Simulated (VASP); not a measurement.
A run of VASP 6.6.1 is set up as follows.

The input POSCAR:

```
Sb
1.0
   -1.8381212160      1.8381212160      1.8381212160
    1.8381212160     -1.8381212160      1.8381212160
    1.8381212160      1.8381212160     -1.8381212160
Sb
1
Direct
    0.0000000000      0.0000000000      0.0000000000
```

The input INCAR.step1:

```
SYSTEM = Sb
PREC     = Accurate       ! precision mode
ENCUT    = 400            ! plane-wave cutoff, eV
EDIFF    = 1E-5           ! SCF threshold, eV
ISMEAR   = -1             ! smearing method
SIGMA    = 0.05           ! smearing width, eV
LREAL    = .False.        ! projectors in reciprocal space
LASPH    = .True.         ! aspherical terms in the spheres
NELM     = 120            ! most SCF steps
ALGO     = Normal         ! electronic algorithm
ISIF     = 2              ! what is computed and relaxed
LWAVE    = .True.         ! write WAVECAR
LCHARG   = .False.        ! write CHGCAR
NBANDS   = 14             ! bands
GGA      = PE             ! functional
GGA_COMPAT= .False.
```

Contents of INCAR.step2:

```
SYSTEM = Sb
PREC     = Accurate       ! precision mode
ENCUT    = 400            ! plane-wave cutoff, eV
EDIFF    = 1E-6           ! SCF threshold, eV
ISMEAR   = -1             ! smearing method
SIGMA    = 0.05           ! smearing width, eV
LREAL    = .False.        ! projectors in reciprocal space
LASPH    = .True.         ! aspherical terms in the spheres
NELM     = 120            ! most SCF steps
ALGO     = Normal         ! electronic algorithm
ISIF     = 2              ! what is computed and relaxed
LWAVE    = .False.        ! write WAVECAR
LCHARG   = .False.        ! write CHGCAR
GGA      = PS             ! functional
LHFCALC  = .True.         ! exact exchange
AEXX     = 0.25           ! exact-exchange fraction
PRECFOCK = Normal       
NBANDS   = 14             ! bands
ISTART   = 1            
GGA_COMPAT= .False.
```

The input KPOINTS:

```
regular mesh
0
Gamma
  5 5 5
  0 0 0
```

Potentials or basis: VASP PAW PBE potentials, release 64 (Sb_d_GW).

Run with:

```sh
$ cat potpaw_PBE.64/Sb_d_GW/POTCAR > POTCAR
$ cp INCAR.step1 INCAR
$ mpirun -np 1 vasp_std > vasp.out
$ cp INCAR.step2 INCAR
$ mpirun -np 1 vasp_std > vasp.out
```

Q: What does it give for the band gap on the k mesh?

A: Zero (an odd number of electrons rules out a gap without spin polarisation).

Q: What does it give for the pressure?

A: -0.6 GPa.

Caveat: the k points lie up to 0.48 Å⁻¹ apart, too coarse for converged energies and pressures of a metal; the PAW data sets were made with another functional, which shifts forces and pressure a little; spin-orbit coupling is left out, which moves the levels of the heavy elements.
